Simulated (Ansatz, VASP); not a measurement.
# Two plane-wave programs on SiSn2Ge3

```
Si Sn Ge
1.0
     5.49063    0.00000    0.00000
    -2.74531    4.75502    0.00000
     0.00000    0.00000    5.44639
Si Sn Ge
1 2 3
Direct
  0.00000 0.00000 0.00000
  0.66667 0.33333 0.00000
  0.33333 0.66667 0.00000
  0.00000 0.50000 0.50000
  0.50000 0.00000 0.50000
  0.50000 0.50000 0.50000
```

Change from the starting cell: species swapped into the YbB2Ru3 type (P6/mmm, No. 191).

Alike in both runs: task relaxation of cell and atoms; functional PBE; k mesh 12 × 12 × 8; occupations gaussian, width 0.1 eV; no spin polarisation.

```csv
,VASP,Ansatz
version,VASP 6.6.1,Ansatz 0.2.0
potentials or method,"VASP PAW PBE potentials, release 64 (Si, Sn_d, Ge_d), cutoff 600 eV","scalar-relativistic, plane waves, PAW"
valence electrons in the cell,74,74
```

|  | VASP | Ansatz | Ansatz less VASP |
| --- | --- | --- | --- |
| gap on the k mesh at the Fermi level, each at its own relaxed structure (eV) | none | none | - |
| relaxed volume (Å³/atom) | 23.89 | 23.89 | -0.001 |
| relaxed length of the cell vector where the two differ most in proportion (Å) | 5.544 | 5.546 | +0.0013 |

A gap of «none» marks a metal or a gap that the smearing closes.
